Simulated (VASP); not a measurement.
Here is a VASP 6.6.1 calculation.

File POSCAR:

```
AgI
1.0
    4.6508717364      0.0000000000      0.0000000000
   -2.3254358682      4.0277730735      0.0000000000
    0.0000000000      0.0000000000      7.7132860812
Ag I
2 2
Direct
    0.3333333333      0.6666666667      0.0020376146
    0.6666666667      0.3333333333      0.5020376146
    0.3333333333      0.6666666667      0.3729623854
    0.6666666667      0.3333333333      0.8729623854
```

Contents of INCAR.step1:

```
  PREC = Accurate
  ENCUT = 400
  EDIFF = 1E-5
  ISMEAR = 0
  SIGMA = 0.01
  LREAL = F
  LASPH = T
  NELM = 120
  ALGO = Normal
  ISIF = 2
  LWAVE = T
  LCHARG = F
  GGA = PE
  NBANDS = 26
  GGA_COMPAT = F
  KPAR = 4
```

Contents of INCAR.step2:

```
  PREC = Accurate
  ENCUT = 400
  EDIFF = 1E-6
  ISMEAR = 0
  SIGMA = 0.01
  LREAL = F
  LASPH = T
  NELM = 120
  ALGO = Normal
  ISIF = 2
  LWAVE = F
  LCHARG = F
  GGA = PE
  LHFCALC = T
  HFSCREEN = 0.2079
  PRECFOCK = Normal
  ISTART = 1
  NBANDS = 26
  GGA_COMPAT = F
  KPAR = 4
```

KPOINTS

```
Automatic mesh
0
Gamma
  6 6 2
```

Potentials or basis: VASP PAW PBE potentials, release 64 (Ag, I).

The run is started by

```sh
$ cat potpaw_PBE.64/Ag/POTCAR potpaw_PBE.64/I/POTCAR > POTCAR
$ cp INCAR.step1 INCAR
$ mpirun -np 4 vasp_std > vasp.out
$ cp INCAR.step2 INCAR
$ mpirun -np 4 vasp_std > vasp.out
```

(1) What does it give for the band gap on the k mesh?

(2) Estimate the largest force.

(3) What does it give for the pressure?

Results:

(1) 2.50 eV, direct.

(2) 0.005 eV/Å.

(3) -0.1 GPa.

Caveat: the cell differs from its parent crystal (uniaxial z strain +1.5%); the PAW data sets were made with another functional, which shifts forces and pressure a little; spin-orbit coupling is left out, which moves the levels of the heavy elements.
